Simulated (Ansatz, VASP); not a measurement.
## SiGeO4 in VASP and in Ansatz

```xyz
12
Lattice="5.4613 0.0000 0.0000 -2.7307 4.7297 0.0000 0.0000 0.0000 8.9153" Properties=species:S:1:pos:R:3 pbc="T T T"
Si    0.0000    3.1531    8.3584
Si    2.7307    1.5766    3.9007
Ge    2.7307    1.5766    0.5566
Ge    0.0000    3.1531    5.0142
O    -1.3186    2.3918    8.8964
O     1.3186    2.3918    8.8964
O     0.0000    4.6757    8.8964
O     0.0000    3.1531    6.7434
O     2.7307    1.5766    2.2857
O     2.7307    0.0539    4.4388
O     1.4120    2.3379    4.4388
O     4.0493    2.3379    4.4388
```

Alike in both runs: task relaxation of cell and atoms; functional PBE; k mesh 6 × 6 × 4; occupations gaussian, width 0.02 eV; no spin polarisation.

```csv
,VASP,Ansatz
version,VASP 6.6.1,Ansatz 0.2.0
potentials or method,"VASP PAW PBE potentials, release 64 (Si, Ge_d, O), cutoff 600 eV","scalar-relativistic, plane waves, PAW"
valence electrons in the cell,84,84
```

VASP gave:

```
gap on the k mesh at the Fermi level, each at its own relaxed structure (eV) : 4.08
relaxed volume (Å³/atom)                                                     : 19.18
relaxed cell length with the largest relative difference (Å)                 : 5.461
```

Question: Estimate Ansatz's values.

Answer: gap on the k mesh at the Fermi level, each at its own relaxed structure (eV): 4.04; relaxed volume (Å³/atom): 19.24; relaxed cell length with the largest relative difference (Å): 5.466.
